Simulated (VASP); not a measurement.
# KF (R-3m) in VASP: a series of runs

KF is run at these levels: LDA; tasks: single point.

Everything below comes from runs of VASP 6.6.1. Logs are shortened: lines on timing, memory, paths and dates and some standing lists are left out, and cuts for length are marked.

### Step 1. The cell of the first run

The structure is trigonal, space group R-3m (No. 166). The conventional cell has a = 3.608 Å, b = 3.608 Å, c = 8.423 Å, α = 90.00°, β = 90.00°, γ = 120.00°. K (site symmetry -3m) has 6 F at 2.51 Å within 3.3 Å. F (site symmetry -3m) has 6 K at 2.51 Å within 3.3 Å.

### Step 2. Single point, LDA

The input, INCAR:

```
PREC = Accurate ; ENCUT = 520
EDIFF = 1E-6 ; ISMEAR = 0
SIGMA = 0.05 ; LREAL = False
LASPH = True ; NELM = 100
ALGO = Normal ; ISIF = 2
LWAVE = False ; LCHARG = False
GGA = CA ; NBANDS = 15
```

The input, KPOINTS:

```
regular mesh
0
Gamma
  8 8 8
```

The input, POSCAR:

```
KF
1.0
   -0.0799487630      2.4716075015      2.4716075015
    2.4716075015     -0.0799487630      2.4716075015
    2.4716075015      2.4716075015     -0.0799487630
K F
1 1
Direct
    0.0000000000      0.0000000000      0.0000000000
    0.5000000000      0.5000000000      0.5000000000
```

Potentials or basis: VASP PAW LDA potentials, release 64 (K_sv, F).

Command:

```bash
$ cat potpaw_LDA.64/K_sv/POTCAR potpaw_LDA.64/F/POTCAR > POTCAR
$ mpirun -np 1 vasp_std > vasp.out
```

OUTCAR:

```text
PREC = Accurate
   ENCUT = 520
   EDIFF = 1E-6
   ISMEAR = 0
   LREAL = False
   LASPH = True
   NELM = 100
   ISIF = 2
   GGA = CA

 ion  position               nearest neighbor table
   1  0.000  0.000  0.000-   2 2.51   2 2.51   2 2.51   2 2.51   2 2.51   2 2.51
   2  0.500  0.500  0.500-   1 2.51   1 2.51   1 2.51   1 2.51   1 2.51   1 2.51

  LATTYP: Found a trigonal (rhomboedric) cell.
 ALAT       =     3.4962950516
 COS(alpha) =     0.4674086020

  Lattice vectors:

 A1 = (  -0.0799487630,   2.4716075015,   2.4716075015)
 A2 = (   2.4716075015,  -0.0799487630,   2.4716075015)
 A3 = (   2.4716075015,   2.4716075015,  -0.0799487630)

Analysis of symmetry for initial positions (statically):
=====================================================================
 Subroutine PRICEL returns:
 Original cell was already a primitive cell.

 Routine SETGRP: Setting up the symmetry group for a
 trigonal (rhombohedral) supercell.

 Subroutine GETGRP returns: Found 12 space group operations
 (whereof 12 operations were pure point group operations)
 out of a pool of 12 trial point group operations.

The static configuration has the point symmetry D_3d.

Analysis of symmetry for dynamics (positions and initial velocities):
=====================================================================
 Subroutine PRICEL returns:
 Original cell was already a primitive cell.

 Routine SETGRP: Setting up the symmetry group for a
 trigonal (rhombohedral) supercell.

 Subroutine GETGRP returns: Found 12 space group operations
 (whereof 12 operations were pure point group operations)
 out of a pool of 12 trial point group operations.

The dynamic configuration has the point symmetry D_3d.

 Subroutine INISYM returns: Found 12 space group operations
 (whereof 12 operations are pure point group operations),
 and found     1 'primitive' translations

----------------------------------------------------------------------------------------

                                     Primitive cell

  volume of cell :      31.6620

  direct lattice vectors                    reciprocal lattice vectors
    -0.079948763  2.471607501  2.471607501    -0.192737409  0.199180267  0.199180267
     2.471607501 -0.079948763  2.471607501     0.199180267 -0.192737409  0.199180267
     2.471607501  2.471607501 -0.079948763     0.199180267  0.199180267 -0.192737409

  length of vectors
     3.496295052  3.496295052  3.496295052     0.341311099  0.341311099  0.341311099

  position of ions in fractional coordinates (direct lattice)
     0.000000000  0.000000000  0.000000000
     0.500000000  0.500000000  0.500000000

  ion indices of the primitive-cell ions
   primitive index   ion index
                 1           1
                 2           2

----------------------------------------------------------------------------------------

 KPOINTS: regular mesh

Automatic generation of k-mesh.
 Grid dimensions read from file:
 generate k-points for:    8    8    8

 Generating k-lattice:

  Cartesian coordinates                     Fractional coordinates (reciprocal lattice)
    -0.024092176  0.024897533  0.024897533     0.125000000  0.000000000  0.000000000
     0.024897533 -0.024092176  0.024897533     0.000000000  0.125000000  0.000000000
     0.024897533  0.024897533 -0.024092176     0.000000000  0.000000000  0.125000000

  Length of vectors
     0.042663887  0.042663887  0.042663887

  Shift w.r.t. Gamma in fractional coordinates (k-lattice)
     0.000000000  0.000000000  0.000000000

 Subroutine IBZKPT returns following result:
 ===========================================

 Found     65 irreducible k-points:

 Following reciprocal coordinates:
            Coordinates               Weight
  0.000000  0.000000  0.000000      1.000000
  0.125000 -0.000000 -0.000000      6.000000
  0.250000 -0.000000 -0.000000      6.000000
  0.375000  0.000000  0.000000      6.000000
  0.500000 -0.000000 -0.000000      3.000000
  0.125000  0.125000  0.000000      6.000000
[... 16 lines left out ...]
  0.250000  0.125000  0.125000      6.000000
  0.375000  0.125000  0.125000      6.000000
 [... further k-points ...]
   k-points           NKPTS =     65   k-points in BZ     NKDIM =     65   number of bands    NBANDS=     15
   number of dos      NEDOS =    301   number of ions     NIONS =      2
   total plane-waves  NPLWV =  21952
   dimension x,y,z NGX =    28 NGY =   28 NGZ =   28
   dimension x,y,z NGXF=    56 NGYF=   56 NGZF=   56
   ions per type =               1   1
   NGX,Y,Z   is equivalent  to a cutoff of  13.31, 13.31, 13.31 a.u.
   NGXF,Y,Z  is equivalent  to a cutoff of  26.63, 26.63, 26.63 a.u.
 SYSTEM =  unknown system
   PREC   = accura    normal or accurate (medium, high low for compatibility)
   ISTART =      0    job   : 0-new  1-cont  2-samecut
   ICHARG =      2    charge: 1-file 2-atom 10-const
   ISPIN  =      1    spin polarized calculation?
   LNONCOLLINEAR =      F non collinear calculations
   LSORBIT =      F    spin-orbit coupling
   LASPH  =      T    aspherical Exc in radial PAW
   ENCUT  =  520.0 eV  38.22 Ry    6.18 a.u.   6.50  6.50  6.50*2*pi/ulx,y,z
   NELM   =    100;   NELMIN=  2; NELMDL= -5     # of ELM steps
   EDIFF  = 0.1E-05   stopping-criterion for ELM
   LREAL  =      F    real-space projection
   EDIFFG = 0.1E-04   stopping-criterion for IOM
   NSW    =      0    number of steps for IOM
   IBRION =     -1    ionic relax: 0-MD 1-quasi-New 2-CG
   NFREE  =      0    steps in history (QN), initial steepest desc. (CG)
   ISIF   =      2    stress and relaxation
   ISYM   =      2    0-nonsym 1-usesym 2-fastsym
   POTIM  = 0.5000    time-step for ionic-motion
   TEBEG  =    0.0;   TEEND  =   0.0 temperature during run
   PSTRESS=    0.0 pullay stress
   NELECT =      16.0000    total number of electrons
   NUPDOWN=      -1.0000    fix difference up-down
   EMIN   =  10.00;   EMAX   =-10.00  energy-range for DOS
   EFERMI =   0.00;   METHOD = LEGACY
   ISMEAR =     0;   SIGMA  =   0.05  broadening in eV -4-tet -1-fermi 0-gaus
   EFERMI_NEDOS =   21; number of points for ismear=-14 and -15
   IALGO  =     38    algorithm
   IMIX   =      4    mixing-type and parameters
     AMIX     =   0.40;   BMIX     =  1.00
     AMIX_MAG =   1.60;   BMIX_MAG =  1.00
  volume/ion in A,a.u.               =      15.83       106.83
  Fermi-wavevector in a.u.,A,eV,Ry     =   1.303973  2.464152 23.134618  1.700346
  Thomas-Fermi vector in A             =   2.434940
   LORBIT       =      0    0 simple, 1 ext, 2 COOP (PROOUT), +10 PAW based schemes
   GGA     = CA    functional components
   LHFCALC =     F    Hartree Fock is set to
   AEXX    =    0.0000 exact exchange contribution
   IVDW    =     0    specifies the selected vdW correction
   LEPSILON=     F    determine dielectric tensor
   LRPA    =     F    only Hartree local field effects (RPA)
 non-spin polarized calculation
 Gauss-broadening in eV      SIGMA  =   0.05
  energy-cutoff  :      520.00
  volume of cell :       31.66
 maximum number of plane-waves:       870
 NGX is ok and might be reduce to    28

 number of electron      15.9999997 magnetization

 Free energy of the ion-electron system (eV)
  ---------------------------------------------------
  ext. energy  EPLUGINS =         0.00000000
  ---------------------------------------------------
  free energy    TOTEN  =        -9.02475195 eV

  energy without entropy =       -9.02475195  energy(sigma->0) =       -9.02475195

 E-fermi :  -2.2658     XC(G=0): -10.0220

 val. band max:       -2.5933739798   @ k =   0.5000   0.5000   0.0000
 cond. band min:       4.2170936786   @ k =   0.0000   0.0000   0.0000
 fundamental gap:      6.8104676583
 Fermi energy:        -2.2658115272

 k-point     1 :       0.0000    0.0000    0.0000
  band No.  band energies     occupation
      1     -27.8675      2.00000
      2     -20.9329      2.00000
      3     -11.1473      2.00000
      4     -11.1473      2.00000
      5     -11.0863      2.00000
      6      -2.6344      2.00000
      7      -2.6344      2.00000
      8      -2.6006      2.00000
      9       4.2171      0.00000
     10       8.1247      0.00000
     11       8.1247      0.00000
     12       8.7583      0.00000
     13      10.3722      0.00000
     14      10.3722      0.00000
     15      14.9161      0.00000

 k-point     2 :       0.1250   -0.0000   -0.0000
  band No.  band energies     occupation
      1     -27.8336      2.00000
      2     -20.9725      2.00000
      3     -11.1971      2.00000
      4     -11.1493      2.00000
      5     -11.1023      2.00000
      6      -2.8246      2.00000
      7      -2.7234      2.00000
      8      -2.6832      2.00000
      9       4.7205      0.00000
     10       7.9351      0.00000
     11       8.3673      0.00000
     12       8.9614      0.00000
     13      10.5856      0.00000
     14      10.5931      0.00000
     15      15.8224      0.00000

 k-point     3 :       0.2500   -0.0000   -0.0000
  band No.  band energies     occupation
      1     -27.7497      2.00000
      2     -21.0695      2.00000
      3     -11.3311      2.00000
      4     -11.1537      2.00000
      5     -11.1243      2.00000
      6      -3.2313      2.00000
      7      -2.9318      2.00000
      8      -2.8674      2.00000
      9       5.8960      0.00000
     10       7.7264      0.00000
     11       8.9901      0.00000
     12       9.5887      0.00000
     13      11.1949      0.00000
     14      11.2413      0.00000
     15      17.3739      0.00000
[... 343 lines left out ...]
 k-point    23 :       0.2500    0.1250    0.1250
  band No.  band energies     occupation
      1     -27.7765      2.00000
      2     -21.0194      2.00000
      3     -11.2665      2.00000
      4     -11.2310      2.00000
      5     -11.1236      2.00000
      6      -3.1202      2.00000
      7      -2.9310      2.00000
      8      -2.6534      2.00000
      9       5.4952      0.00000
     10       7.6854      0.00000
     11       8.6891      0.00000
     12       9.3710      0.00000
     13      10.8529      0.00000
     14      10.8994      0.00000
     15      17.2541      0.00000

 k-point    24 :       0.3750    0.1250    0.1250
  band No.  band energies     occupation
      1     -27.6929      2.00000
      2     -21.1055      2.00000
      3     -11.4210      2.00000
      4     -11.2981      2.00000
      5     -11.1287      2.00000
      6      -3.4294      2.00000
      7      -3.1227      2.00000
      8      -2.7384      2.00000
      9       6.5695      0.00000
     10       7.5276      0.00000
     11       9.3402      0.00000
     12      10.0699      0.00000
     13      11.4624      0.00000
     14      11.8432      0.00000
     15      17.5266      0.00000

 [... further k-points ...]

------------------------ aborting loop because EDIFF is reached ----------------------------------------

  FORCE on cell =-STRESS in cart. coord.  units (eV):
  Direction    XX          YY          ZZ          XY          YZ          ZX
  --------------------------------------------------------------------------------------
  -------------------------------------------------------------------------------------
  Total        0.9447035      0.9447035      0.9447035      0.0551704      0.0551704      0.0551704
  in kB       47.8043868     47.8043868     47.8043868      2.7917599      2.7917599      2.7917599
  external PRESSURE =      47.8043868 kB  Pullay stress =       0.0000000 kB

 VOLUME and BASIS-vectors are now :
 -----------------------------------------------------------------------------
  energy-cutoff  :      520.00
  volume of cell :       31.66
      direct lattice vectors                 reciprocal lattice vectors
    -0.079948763  2.471607501  2.471607501    -0.192737409  0.199180267  0.199180267
     2.471607501 -0.079948763  2.471607501     0.199180267 -0.192737409  0.199180267
     2.471607501  2.471607501 -0.079948763     0.199180267  0.199180267 -0.192737409

 POSITION                                       TOTAL-FORCE (eV/Angst)
 -----------------------------------------------------------------------------------
      0.00000      0.00000      0.00000         0.000000     -0.000000      0.000000
      2.43163      2.43163      2.43163        -0.000000      0.000000     -0.000000
 -----------------------------------------------------------------------------------
    total drift:                                0.000000      0.000000      0.000000

  FREE ENERGIE OF THE ION-ELECTRON SYSTEM (eV)
  ---------------------------------------------------
  free  energy   TOTEN  =        -9.0247519476 eV

  energy  without entropy=       -9.0247519476  energy(sigma->0) =       -9.02475195
```

Run time: 27 s. Hardware: 1 thread of Intel Xeon Platinum 8488C (Sapphire Rapids), shared host; peak memory 0.15 GiB.

Results:

```yaml
Free_energy: -9.0248 eV
Pressure: 4.8 GPa
Band_gap_on_the_k_mesh: 6.81 eV, indirect (least direct gap 6.82 eV)
```

Stress tensor (GPa, compression positive):
```
4.78 0.28 0.28
0.28 4.78 0.28
0.28 0.28 4.78
```

Levels at points of the mesh, in eV from the valence-band top:
```tsv
k point	band 6	band 7	band 8	band 9	band 10	band 11
(0.00, 0.00, 0.00)	-0.04	-0.04	-0.01	6.81	10.72	10.72
(0.50, 0.00, 0.00)	-1.12	-0.62	-0.52	9.46	11.58	12.51
(0.50, 0.50, 0.00)	-0.09	-0.03	0.00	7.92	11.15	12.93
(0.50, 0.50, 0.50)	-1.14	-0.68	-0.68	9.59	11.79	12.89
```

A hybrid or GW would open this gap; LDA tends to underestimate it.

### Step 3. Single point, LDA

The input, INCAR:

```
SYSTEM = KF
PREC     = Accurate       ! precision mode
ENCUT    = 520            ! plane-wave cutoff, eV
EDIFF    = 1E-6           ! SCF threshold, eV
ISMEAR   = 0              ! smearing method
SIGMA    = 0.05           ! smearing width, eV
LREAL    = .FALSE.        ! projectors in reciprocal space
LASPH    = .TRUE.         ! aspherical terms in the spheres
NELM     = 100            ! most SCF steps
ALGO     = Normal         ! electronic algorithm
ISIF     = 2              ! what is computed and relaxed
LWAVE    = .FALSE.        ! write WAVECAR
LCHARG   = .FALSE.        ! write CHGCAR
NBANDS   = 15             ! bands
```

The input, KPOINTS:

```
regular mesh
0
G
  8 8 8
  0 0 0
```

The input, POSCAR:

```
KF
1.0
   -0.0267585291      2.4976310131      2.4976310131
    2.4976310131     -0.0267585291      2.4976310131
    2.4976310131      2.4976310131     -0.0267585291
K F
1 1
Direct
    0.0000000000      0.0000000000      0.0000000000
    0.5000000000      0.5000000000      0.5000000000
```

Potentials or basis: VASP PAW LDA potentials, release 64 (K_sv, F).

Command:

```bash
$ cat potpaw_LDA.64/K_sv/POTCAR potpaw_LDA.64/F/POTCAR > POTCAR
$ mpirun -np 1 vasp_std > vasp.out
```

Run time: 27 s. Hardware: 1 thread of Intel Xeon Platinum 8488C (Sapphire Rapids), shared host; peak memory 0.15 GiB.

Results (log left out):

```
Free energy            : -9.0273 eV
Pressure               : 4.9 GPa
Band gap on the k mesh : 6.83 eV, indirect (least direct gap 6.84 eV)
```

Stress tensor (GPa, compression positive):
```
4.86 0.10 0.10
0.10 4.86 0.10
0.10 0.10 4.86
```

Levels at points of the mesh, in eV from the valence-band top:
| k point | band 4 | band 5 | band 6 | band 7 | band 8 | band 9 | band 10 | band 11 | band 12 | band 13 |
| --- | --- | --- | --- | --- | --- | --- | --- | --- | --- | --- |
| (0.00, 0.00, 0.00) | -8.52 | -8.50 | -0.02 | -0.02 | -0.01 | 6.83 | 10.88 | 10.88 | 11.08 | 12.96 |
| (0.50, 0.00, 0.00) | -8.55 | -8.55 | -1.11 | -0.60 | -0.56 | 9.50 | 11.63 | 12.73 | 12.92 | 15.53 |
| (0.50, 0.50, 0.00) | -8.93 | -8.90 | -0.06 | -0.01 | 0.00 | 7.93 | 11.18 | 12.93 | 14.55 | 15.43 |
| (0.50, 0.50, 0.50) | -8.57 | -8.57 | -1.12 | -0.61 | -0.61 | 9.55 | 11.69 | 12.86 | 12.86 | 15.58 |

A k mesh can miss the band edges. Expect the measured gap to be larger: semilocal functionals such as LDA lack the derivative discontinuity.

### Step 4. Single point, LDA

This run uses another cell than the first one, of the same volume but with other edges.

The input, INCAR:

```
SYSTEM = KF
  ALGO = Normal
  EDIFF = 1E-6
  ENCUT = 520
  ISIF = 2
  ISMEAR = 0
  LASPH = .True.
  LCHARG = .True.
  LELF = .True.
  LREAL = .False.
  LVHAR = .True.
  LWAVE = .False.
  NBANDS = 15
  NELM = 60
  PREC = Accurate
  SIGMA = 0.05
```

The input, KPOINTS:

```
k-points
0
Gamma
  8 8 8
  0 0 0
```

The input, POSCAR:

```
KF
1.0
    0.0812129374      2.5521948060      2.5521948060
    2.5521948060      0.0812129374      2.5521948060
    2.5521948060      2.5521948060      0.0812129374
K F
1 1
Direct
    0.0000000000      0.0000000000      0.0000000000
    0.5000000000      0.5000000000      0.5000000000
```

Command:

```bash
$ cat potpaw_LDA.64/K_sv/POTCAR potpaw_LDA.64/F/POTCAR > POTCAR
$ mpirun -np 1 vasp_std > vasp.out
```

Wall time 28 s (1 thread of Intel Xeon Platinum 8488C (Sapphire Rapids), shared host); peak memory 0.16 GiB.

The run converged. Its results:

- Free energy: -9.0241 eV
- Pressure: 4.8 GPa
- Band gap on the k mesh: 6.81 eV, indirect (least direct gap 6.83 eV)

Stress tensor (GPa, compression positive):
```
 4.78 -0.38 -0.38
-0.38  4.78 -0.38
-0.38 -0.38  4.78
```

Levels at points of the mesh, in eV from the valence-band top:
```csv
k point,band 6,band 7,band 8,band 9,band 10,band 11
"(0.00, 0.00, 0.00)",-0.05,-0.01,-0.01,6.81,10.56,11.12
"(0.50, 0.00, 0.00)",-1.13,-0.67,-0.56,9.53,11.69,12.59
"(0.50, 0.50, 0.00)",-0.08,-0.02,0.00,7.92,11.15,12.93
"(0.50, 0.50, 0.50)",-1.10,-0.51,-0.51,9.39,11.49,12.73
```

A k mesh can miss the band edges.

### Step 5. Single point, LDA

This run uses another cell than the first one, of the same volume but with other edges.

The input, INCAR:

```
ALGO = Normal
EDIFF = 1E-6
ENCUT = 520
ISIF = 2
ISMEAR = 0
LASPH = T
LCHARG = T
LELF = T
LREAL = F
LVHAR = T
LWAVE = F
NBANDS = 15
NELM = 80
PREC = Accurate
SIGMA = 0.05
```

The input, KPOINTS:

```
k-points
0
Gamma
  8 8 8
```

The input, POSCAR:

```
KF
1.0
    0.0539906327      2.5382221999      2.5382221999
    2.5382221999      0.0539906327      2.5382221999
    2.5382221999      2.5382221999      0.0539906327
K F
1 1
Direct
    0.0000000000      0.0000000000      0.0000000000
    0.5000000000      0.5000000000      0.5000000000
```

Command:

```bash
$ cat potpaw_LDA.64/K_sv/POTCAR potpaw_LDA.64/F/POTCAR > POTCAR
$ mpirun -np 1 vasp_std > vasp.out
```

Wall time 26 s (1 thread of Intel Xeon Platinum 8488C (Sapphire Rapids), shared host); peak memory 0.16 GiB.

It converged, with:

```yaml
Free_energy: -9.0261 eV
Pressure: 4.8 GPa
Band_gap_on_the_k_mesh: 6.82 eV, indirect (least direct gap 6.84 eV)
```

Stress tensor (GPa, compression positive):
```
 4.83 -0.24 -0.24
-0.24  4.83 -0.24
-0.24 -0.24  4.83
```

Levels at points of the mesh, in eV from the valence-band top:
```
           k point  band 4  band 5  band 6  band 7  band 8  band 9  band 10  band 11  band 12  band 13
(0.00, 0.00, 0.00)   -8.50   -8.50   -0.04   -0.01   -0.01    6.82    10.69    11.07    11.07    12.97
(0.50, 0.00, 0.00)   -8.57   -8.57   -1.12   -0.64   -0.57    9.53    11.67    12.67    13.02    15.49
(0.50, 0.50, 0.00)   -8.95   -8.90   -0.07   -0.01    0.00    7.92    11.17    12.93    14.53    15.41
(0.50, 0.50, 0.50)   -8.54   -8.54   -1.10   -0.54   -0.54    9.44    11.54    12.77    12.77    15.53
```

### Step 6. Overview

| cell | gap on the mesh (eV) | pressure (GPa) |
| --- | --- | --- |
| a = 3.496 Å, angles 62.1°, 2 atoms | 6.81 | 4.8 |
| a = 3.532 Å, angles 60.7°, 2 atoms | 6.83 | 4.9 |
| a = 3.610 Å, angles 57.9°, 2 atoms | 6.81 | 4.8 |
| a = 3.590 Å, angles 58.6°, 2 atoms | 6.82 | 4.8 |

Alike in all rows: task single point; level LDA; potentials or basis VASP PAW LDA potentials, release 64 (K_sv, F); no spin polarisation; k mesh 8 × 8 × 8; cutoff (eV) 520; smearing gaussian 0.05 eV.

Absolute energies hang on the potentials; compare differences alone.
